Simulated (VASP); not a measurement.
A run of VASP 6.6.1 is set up as follows.

File POSCAR:

```
Si
1.0
   -2.3922662220      2.3922662220      1.3409771894
    2.3922662220     -2.3922662220      1.3409771894
    2.3922662220      2.3922662220     -1.3409771894
Si
2
Direct
    0.2500000000      0.7500000000      0.5000000000
    0.5000000000      0.5000000000      0.0000000000
```

The input INCAR.step1:

```
PREC = Accurate
ENCUT = 520
ISMEAR = 1
SIGMA = 0.1
LREAL = F
LASPH = T
NELM = 80
NBANDS = 11
GGA = PE
ALGO = Normal
EDIFF = 1E-4
LWAVE = T
LCHARG = F
```

Contents of INCAR.step2:

```
PREC = Accurate
ENCUT = 520
EDIFF = 1E-6
ISMEAR = 1
SIGMA = 0.1
LREAL = F
LASPH = T
NELM = 80
ALGO = Normal
ISIF = 2
LWAVE = F
LCHARG = F
METAGGA = R2SCAN
LMIXTAU = T
NBANDS = 11
ISTART = 1
```

The input KPOINTS:

```
Automatic mesh
0
Gamma
  12 12 12
```

Potentials or basis: VASP PAW PBE potentials, release 64 (Si).

Run with:

```bash
$ cat potpaw_PBE.64/Si/POTCAR > POTCAR
$ cp INCAR.step1 INCAR
$ mpirun -np 1 vasp_std > vasp.out
$ cp INCAR.step2 INCAR
$ mpirun -np 1 vasp_std > vasp.out
```

(1) Predict the pressure.

(2) Estimate the band gap on the k mesh.

Answers

(1) -0.5 GPa.

(2) zero (band 4 reaches 11.50 eV, above the bottom of band 5 at 4.42 eV).

Caveat: the PAW data sets were made with another functional, which shifts forces and pressure a little.
